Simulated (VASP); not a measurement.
# PbO2 in VASP: settings compared

The runs below take PbO2 through relaxation of cell and atoms, single point, with PBE, PBEsol.

Program: VASP 6.6.1. These are calculated values, not measurements. Logs are shortened: lines on timing, memory, paths and dates and some standing lists are left out, and cuts for length are marked.

**1. The cell of the first run**

The structure is cubic, space group Fm-3m (No. 225). Conventional cell: a = 5.404 Å, b = 5.404 Å, c = 5.404 Å, α = 90.00°, β = 90.00°, γ = 90.00°. Within 3.1 Å of Pb (site symmetry m-3m) lie 8 O at 2.34 Å. Within 3.1 Å of O (site symmetry -43m) lie 4 Pb at 2.34 Å and 6 O at 2.70 Å.

**2. Relaxation of cell and atoms, PBE**

Input file INCAR:

```
  ALGO = Normal
  EDIFF = 1E-6
  EDIFFG = -0.01
  ENCUT = 600
  GGA = PE
  IBRION = 2
  ISIF = 3
  ISMEAR = -1
  LASPH = T
  LCHARG = F
  LREAL = F
  LWAVE = F
  NELM = 80
  NSW = 60
  PREC = Accurate
  SIGMA = 0.05
```

Input file KPOINTS:

```
k-points
0
Gamma
  9 9 9
```

Input file POSCAR:

```
PbO2
1.0
    0.0000000000      2.7019920000      2.7019920000
    2.7019920000      0.0000000000      2.7019920000
    2.7019920000      2.7019920000      0.0000000000
Pb O
1 2
Direct
    0.0000000000      0.0000000000      0.0000000000
    0.7500000000      0.7500000000      0.7500000000
    0.2500000000      0.2500000000      0.2500000000
```

Potentials or basis: VASP PAW PBE potentials, release 64 (Pb_d, O).

Started as:

```sh
cat potpaw_PBE.64/Pb_d/POTCAR potpaw_PBE.64/O/POTCAR > POTCAR
mpirun -np 1 vasp_std > vasp.out
```

OUTCAR:

```text
EDIFF = 1E-6
   EDIFFG = -0.01
   ENCUT = 600
   GGA = PE
   IBRION = 2
   ISIF = 3
   ISMEAR = -1
   LASPH = T
   LREAL = F
   NELM = 80
   NSW = 60
   PREC = Accurate

 ion  position               nearest neighbor table
   1  0.000  0.000  0.000-   2 2.34   2 2.34   2 2.34   3 2.34   3 2.34   3 2.34   3 2.34   2 2.34

   2  0.750  0.750  0.750-   1 2.34   1 2.34   1 2.34   1 2.34
   3  0.250  0.250  0.250-   1 2.34   1 2.34   1 2.34   1 2.34

  LATTYP: Found a face centered cubic cell.
 ALAT       =     5.4039840000

  Lattice vectors:

 A1 = (   0.0000000000,   2.7019920000,   2.7019920000)
 A2 = (   2.7019920000,   0.0000000000,   2.7019920000)
 A3 = (   2.7019920000,   2.7019920000,   0.0000000000)

Analysis of symmetry for initial positions (statically):
=====================================================================
 Subroutine PRICEL returns:
 Original cell was already a primitive cell.

 Routine SETGRP: Setting up the symmetry group for a
 face centered cubic supercell.

 Subroutine GETGRP returns: Found 48 space group operations
 (whereof 48 operations were pure point group operations)
 out of a pool of 48 trial point group operations.

The static configuration has the point symmetry O_h .

Analysis of symmetry for dynamics (positions and initial velocities):
=====================================================================
 Subroutine PRICEL returns:
 Original cell was already a primitive cell.

 Routine SETGRP: Setting up the symmetry group for a
 face centered cubic supercell.

 Subroutine GETGRP returns: Found 48 space group operations
 (whereof 48 operations were pure point group operations)
 out of a pool of 48 trial point group operations.

The dynamic configuration has the point symmetry O_h .

 Subroutine INISYM returns: Found 48 space group operations
 (whereof 48 operations are pure point group operations),
 and found     1 'primitive' translations

----------------------------------------------------------------------------------------

                                     Primitive cell

  volume of cell :      39.4532

  direct lattice vectors                    reciprocal lattice vectors
     0.000000000  2.701992000  2.701992000    -0.185048660  0.185048660  0.185048660
     2.701992000  0.000000000  2.701992000     0.185048660 -0.185048660  0.185048660
     2.701992000  2.701992000  0.000000000     0.185048660  0.185048660 -0.185048660

  length of vectors
     3.821193732  3.821193732  3.821193732     0.320513682  0.320513682  0.320513682

  position of ions in fractional coordinates (direct lattice)
     0.000000000  0.000000000  0.000000000
     0.750000000  0.750000000  0.750000000
     0.250000000  0.250000000  0.250000000

  ion indices of the primitive-cell ions
   primitive index   ion index
                 1           1
                 2           2
                 3           3

----------------------------------------------------------------------------------------

 KPOINTS: k-points

Automatic generation of k-mesh.
 Grid dimensions read from file:
 generate k-points for:    9    9    9

 Generating k-lattice:

  Cartesian coordinates                     Fractional coordinates (reciprocal lattice)
    -0.020560962  0.020560962  0.020560962     0.111111111  0.000000000  0.000000000
     0.020560962 -0.020560962  0.020560962     0.000000000  0.111111111  0.000000000
     0.020560962  0.020560962 -0.020560962     0.000000000  0.000000000  0.111111111

  Length of vectors
     0.035612631  0.035612631  0.035612631

  Shift w.r.t. Gamma in fractional coordinates (k-lattice)
     0.000000000  0.000000000  0.000000000

 Subroutine IBZKPT returns following result:
 ===========================================

 Found     35 irreducible k-points:

 Following reciprocal coordinates:
            Coordinates               Weight
  0.000000  0.000000  0.000000      1.000000
  0.111111  0.000000  0.000000      8.000000
  0.222222  0.000000  0.000000      8.000000
  0.333333  0.000000  0.000000      8.000000
  0.444444  0.000000  0.000000      8.000000
  0.111111  0.111111  0.000000      6.000000
[... 16 lines left out ...]
 -0.333333  0.333333  0.000000     12.000000
  0.444444  0.444444  0.000000      6.000000
 [... further k-points ...]
   k-points           NKPTS =     35   k-points in BZ     NKDIM =     35   number of bands    NBANDS=     17
   number of dos      NEDOS =    301   number of ions     NIONS =      3
   total plane-waves  NPLWV =  32768
   dimension x,y,z NGX =    32 NGY =   32 NGZ =   32
   dimension x,y,z NGXF=    64 NGYF=   64 NGZF=   64
   ions per type =               1   2
   NGX,Y,Z   is equivalent  to a cutoff of  13.92, 13.92, 13.92 a.u.
   NGXF,Y,Z  is equivalent  to a cutoff of  27.84, 27.84, 27.84 a.u.
 SYSTEM =  unknown system
   PREC   = accura    normal or accurate (medium, high low for compatibility)
   ISTART =      0    job   : 0-new  1-cont  2-samecut
   ICHARG =      2    charge: 1-file 2-atom 10-const
   ISPIN  =      1    spin polarized calculation?
   LNONCOLLINEAR =      F non collinear calculations
   LSORBIT =      F    spin-orbit coupling
   LASPH  =      T    aspherical Exc in radial PAW
   ENCUT  =  600.0 eV  44.10 Ry    6.64 a.u.   7.63  7.63  7.63*2*pi/ulx,y,z
   NELM   =     80;   NELMIN=  2; NELMDL= -5     # of ELM steps
   EDIFF  = 0.1E-05   stopping-criterion for ELM
   LREAL  =      F    real-space projection
   EDIFFG = -.1E-01   stopping-criterion for IOM
   NSW    =     60    number of steps for IOM
   IBRION =      2    ionic relax: 0-MD 1-quasi-New 2-CG
   NFREE  =      1    steps in history (QN), initial steepest desc. (CG)
   ISIF   =      3    stress and relaxation
   ISYM   =      2    0-nonsym 1-usesym 2-fastsym
   POTIM  = 0.5000    time-step for ionic-motion
   TEBEG  =    0.0;   TEEND  =   0.0 temperature during run
   PSTRESS=    0.0 pullay stress
   NELECT =      26.0000    total number of electrons
   NUPDOWN=      -1.0000    fix difference up-down
   EMIN   =  10.00;   EMAX   =-10.00  energy-range for DOS
   EFERMI =   0.00;   METHOD = LEGACY
   ISMEAR =    -1;   SIGMA  =   0.05  broadening in eV -4-tet -1-fermi 0-gaus
   EFERMI_NEDOS =   21; number of points for ismear=-14 and -15
   IALGO  =     38    algorithm
   IMIX   =      4    mixing-type and parameters
     AMIX     =   0.40;   BMIX     =  1.00
     AMIX_MAG =   1.60;   BMIX_MAG =  1.00
  volume/ion in A,a.u.               =      13.15        88.75
  Fermi-wavevector in a.u.,A,eV,Ry     =   1.424640  2.692180 27.614384  2.029600
  Thomas-Fermi vector in A             =   2.545110
   LORBIT       =      0    0 simple, 1 ext, 2 COOP (PROOUT), +10 PAW based schemes
   GGA     = PE    functional components
   LHFCALC =     F    Hartree Fock is set to
   AEXX    =    0.0000 exact exchange contribution
   IVDW    =     0    specifies the selected vdW correction
   LEPSILON=     F    determine dielectric tensor
   LRPA    =     F    only Hartree local field effects (RPA)
 conjugate gradient relaxation of ions
 non-spin polarized calculation
  energy-cutoff  :      600.00
  volume of cell :       39.45
 maximum number of plane-waves:      1363
   NGX = 15   NGY = 15   NGZ = 15

--------------------------------------- Ionic step        1  -------------------------------------------

 number of electron      25.9999996 magnetization

 Free energy of the ion-electron system (eV)
  ---------------------------------------------------
  ext. energy  EPLUGINS =         0.00000000
  ---------------------------------------------------
  free energy    TOTEN  =       -15.61819628 eV

  energy without entropy =      -15.61230178  energy(sigma->0) =      -15.61524903

------------------------ aborting loop because EDIFF is reached ----------------------------------------

  FORCE on cell =-STRESS in cart. coord.  units (eV):
  Direction    XX          YY          ZZ          XY          YZ          ZX
  --------------------------------------------------------------------------------------
  -------------------------------------------------------------------------------------
  Total        0.1153197      0.1153197      0.1153197      0.0000000      0.0000000      0.0000000
  in kB        4.6830818      4.6830818      4.6830818      0.0000000      0.0000000      0.0000000
  external PRESSURE =       4.6830818 kB  Pullay stress =       0.0000000 kB
[... 59 lines left out ...]
  energy  without entropy=      -15.6124031136  energy(sigma->0) =      -15.61536147

--------------------------------------- Ionic step        3  -------------------------------------------

 number of electron      25.9999996 magnetization

 Free energy of the ion-electron system (eV)
  ---------------------------------------------------
  ext. energy  EPLUGINS =         0.00000000
  ---------------------------------------------------
  free energy    TOTEN  =       -15.61839340 eV

  energy without entropy =      -15.61248550  energy(sigma->0) =      -15.61543945

 E-fermi :   5.5795     XC(G=0): -11.1251

 val. band max:        5.5307028075   @ k =  -0.3333   0.4444   0.2222
 cond. band min:       6.0830320933   @ k =  -0.1111   0.1111   0.0000
 fundamental gap:      0.5523292858
 Fermi energy:         5.5795499015

 k-point     1 :       0.0000    0.0000    0.0000
  band No.  band energies     occupation
      1     -12.8919      2.00000
      2     -10.1056      2.00000
      3     -10.0896      2.00000
      4     -10.0896      2.00000
      5     -10.0896      2.00000
      6      -9.8607      2.00000
[... 9 lines left out ...]
     16      12.5696      0.00000
     17      12.5696      0.00000
[... 443 lines left out ...]
      1     -12.0789      2.00000
      2     -11.5614      2.00000
      3      -9.9762      2.00000
      4      -9.8493      2.00000
      5      -9.8493      2.00000
      6      -9.7992      2.00000
[... 9 lines left out ...]
     16      15.2919      0.00000
     17      16.2555      0.00000

 [... further k-points ...]
[... 5 lines left out ...]
  --------------------------------------------------------------------------------------
  -------------------------------------------------------------------------------------
  Total       -0.0009430     -0.0009430     -0.0009430      0.0000000     -0.0000000      0.0000000
  in kB       -0.0381632     -0.0381632     -0.0381632      0.0000000     -0.0000000      0.0000000
  external PRESSURE =      -0.0381632 kB  Pullay stress =       0.0000000 kB
[... 18 lines left out ...]
  FREE ENERGIE OF THE ION-ELECTRON SYSTEM (eV)
  ---------------------------------------------------
  free  energy   TOTEN  =       -15.6183933980 eV

  energy  without entropy=      -15.6124855022  energy(sigma->0) =      -15.61543945

 reached required accuracy - stopping structural energy minimisation
```

Wall time 34 s (1 thread of Intel Xeon 6975P-C, shared host); peak memory 0.19 GiB.

What came out:

| Quantity | Value |
| --- | --- |
| Free energy | -15.6184 eV |
| Relaxed volume | 13.20 Å³/atom |
| Relaxed cell | a = 3.826 Å, b = 3.826 Å, c = 3.826 Å, α = 60.00°, β = 60.00°, γ = 60.00° |
| Space group after relaxing (to 0.05 Å) | Fm-3m (No. 225) |
| Energy gained by relaxing | 0.1 meV/atom |
| Ionic steps | 3 |
| Pressure after relaxing | 0.0 GPa |
| Band gap on the k mesh | zero (band 13 reaches 5.53 eV, above the bottom of band 14 at 4.39 eV) |

Step by step:
| step | energy change (eV) | largest force (eV/Å) | pressure (GPa) | volume (Å³) |
| --- | --- | --- | --- | --- |
| 1 | 0.0000 | 0.0000 | 0.47 | 39.45 |
| 2 | -0.0001 | 0.0000 | -0.27 | 39.67 |
| 3 | -0.0002 | 0.0000 | 0.00 | 39.59 |

Final structure:
```yaml
crystal:
  lattice:
    - [0.00000, 2.70509, 2.70509]
    - [2.70509, 0.00000, 2.70509]
    - [2.70509, 2.70509, 0.00000]
  atoms:
    - { symbol: Pb, position: [0.00000, 0.00000, 0.00000] }
    - { symbol: O, position: [0.75000, 0.75000, 0.75000] }
    - { symbol: O, position: [0.25000, 0.25000, 0.25000] }
```

Caveat: spin-orbit coupling is left out, which moves the levels of the heavy elements.

**3. Single point, PBEsol**

Input file INCAR:

```
SYSTEM = PbO2
  PREC = Accurate
  ENCUT = 520
  EDIFF = 1E-7
  ISMEAR = -1
  SIGMA = 0.05
  LREAL = .False.
  LASPH = .True.
  NELM = 60
  ALGO = Normal
  ISIF = 2
  LWAVE = .False.
  LCHARG = .False.
  GGA = PS
  NBANDS = 20
```

Input file KPOINTS:

```
regular mesh
0
Gamma
  7 7 7
  0 0 0
```

POSCAR is that of step 2.

Potentials or basis: VASP PAW PBE potentials, release 64 (Pb_d, O).

Started as:

```sh
cat potpaw_PBE.64/Pb_d/POTCAR potpaw_PBE.64/O/POTCAR > POTCAR
mpirun -np 1 vasp_std > vasp.out
```

It took 7.7 s on 1 thread of Intel Xeon 6975P-C, shared host; peak memory 0.16 GiB.

Results (log left out):

```
Free energy            : -16.7651 eV
Pressure               : -5.6 GPa
Band gap on the k mesh : zero (band 13 reaches 5.39 eV, above the bottom of band 14 at 4.27 eV)
```

Levels at points of the mesh, in eV from the Fermi level:
```
           k point  band 10  band 11  band 12  band 13  band 14  band 15  band 16  band 17
(0.00, 0.00, 0.00)    -2.01    -2.01    -1.24    -1.24    -1.24     6.82     6.82     6.82
```

Caveat: the PAW data sets were made with another functional, which shifts forces and pressure a little; spin-orbit coupling is left out, which moves the levels of the heavy elements.

**4. Single point, PBEsol**

This run uses another cell than the first one, of 12.12 Å³/atom, 0.922 times its volume.

Input file INCAR:

```
SYSTEM = PbO2
PREC = Accurate ; ENCUT = 520
EDIFF = 1E-6 ; ISMEAR = -1
SIGMA = 0.05 ; LREAL = .False.
LASPH = .True. ; NELM = 60
ALGO = Normal ; ISIF = 2
LWAVE = .False. ; LCHARG = .False.
GGA = PS ; NBANDS = 20
```

KPOINTS is that of step 3.

Input file POSCAR:

```
PbO2
1.0
    0.0000000000      2.5939123200      2.7019920000
    2.5939123200      0.0000000000      2.7019920000
    2.5939123200      2.5939123200      0.0000000000
Pb O
1 2
Direct
    0.0000000000      0.0000000000      0.0000000000
    0.7500000000      0.7500000000      0.7500000000
    0.2500000000      0.2500000000      0.2500000000
```

Started as:

```sh
cat potpaw_PBE.64/Pb_d/POTCAR potpaw_PBE.64/O/POTCAR > POTCAR
mpirun -np 1 vasp_std > vasp.out
```

It took 16 s on 1 thread of Intel Xeon 6975P-C, shared host; peak memory 0.17 GiB.

Results (log left out):

| Item | Value |
| --- | --- |
| Free energy | -16.7208 eV |
| Pressure | 7.0 GPa |
| Band gap on the k mesh | zero (band 13 reaches 6.61 eV, above the bottom of band 14 at 5.41 eV) |

Stress tensor (GPa, compression positive):
```
11.08  0.00  0.00
 0.00 11.08  0.00
 0.00  0.00 -1.25
```

Levels at points of the mesh, in eV from the Fermi level:
| k point | band 11 | band 12 | band 13 | band 14 | band 15 | band 16 |
| --- | --- | --- | --- | --- | --- | --- |
| (0.00, 0.00, 0.00) | -2.16 | -1.96 | -1.34 | -1.34 | 6.82 | 6.82 |

Caveat: the PAW data sets were made with another functional, which shifts forces and pressure a little; spin-orbit coupling is left out, which moves the levels of the heavy elements.

**5. Single point, PBEsol**

This run uses another cell than the first one, of 12.63 Å³/atom, 0.960 times its volume.

Input file INCAR:

```
SYSTEM = PbO2
PREC = Accurate
ENCUT = 520
EDIFF = 1E-6
ISMEAR = -1
SIGMA = 0.05
LREAL = .FALSE.
LASPH = .TRUE.
NELM = 100
ALGO = Normal
ISIF = 2
LWAVE = .FALSE.
LCHARG = .FALSE.
GGA = PS
NBANDS = 20
```

Input file KPOINTS:

```
Automatic mesh
0
G
  7 7 7
  0 0 0
```

Input file POSCAR:

```
PbO2
1.0
    0.0000000000      2.6479521600      2.7019920000
    2.6479521600      0.0000000000      2.7019920000
    2.6479521600      2.6479521600      0.0000000000
Pb O
1 2
Direct
    0.0000000000      0.0000000000      0.0000000000
    0.7500000000      0.7500000000      0.7500000000
    0.2500000000      0.2500000000      0.2500000000
```

Started as:

```sh
cat potpaw_PBE.64/Pb_d/POTCAR potpaw_PBE.64/O/POTCAR > POTCAR
mpirun -np 1 vasp_std > vasp.out
```

It took 15 s on 1 thread of Intel Xeon 6975P-C, shared host; peak memory 0.17 GiB.

It converged, with:

```yaml
Free_energy: -16.7830 eV
Pressure: -0.1 GPa
Band_gap_on_the_k_mesh: zero (band 13 reaches 5.98 eV, above the bottom of band 14 at 4.82 eV)
```

Stress tensor (GPa, compression positive):
```
 1.76  0.00  0.00
 0.00  1.76  0.00
 0.00  0.00 -3.79
```

Levels at points of the mesh, in eV from the Fermi level:
```
           k point  band 9  band 10  band 11  band 12  band 13  band 14  band 15  band 16  band 17  band 18
(0.00, 0.00, 0.00)   -2.17    -2.17    -2.07    -1.57    -1.28    -1.28     6.83     6.83     6.94    11.60
```

Caveat: the PAW data sets were made with another functional, which shifts forces and pressure a little; spin-orbit coupling is left out, which moves the levels of the heavy elements.

**6. The runs side by side**

| task | level | cell | k mesh | cutoff (eV) | gap on the mesh (eV) | pressure (GPa) |
| --- | --- | --- | --- | --- | --- | --- |
| relaxation of cell and atoms | PBE | relaxed from a = 3.821 Å, angles 60.0°, 3 atoms | 9 × 9 × 9 | 600 | none | 0.0 |
| single point | PBEsol | a = 3.821 Å, angles 60.0°, 3 atoms | 7 × 7 × 7 | 520 | none | -5.6 |
| single point | PBEsol | a = 3.746, b = 3.746, c = 3.668 Å, angles 60.7, 60.7, 58.6°, 3 atoms | 7 × 7 × 7 | 520 | none | 7.0 |
| single point | PBEsol | a = 3.783, b = 3.783, c = 3.745 Å, angles 60.3, 60.3, 59.3°, 3 atoms | 7 × 7 × 7 | 520 | none | -0.1 |

Alike in all rows: potentials or basis VASP PAW PBE potentials, release 64 (Pb_d, O); no spin polarisation; smearing fermi-dirac 0.05 eV.

Caveats: spin-orbit coupling is left out, which moves the levels of the heavy elements; the PAW data sets were made with another functional, which shifts forces and pressure a little (some runs).

Total energies depend on the potentials used, so only differences within one code and one set of settings carry meaning.
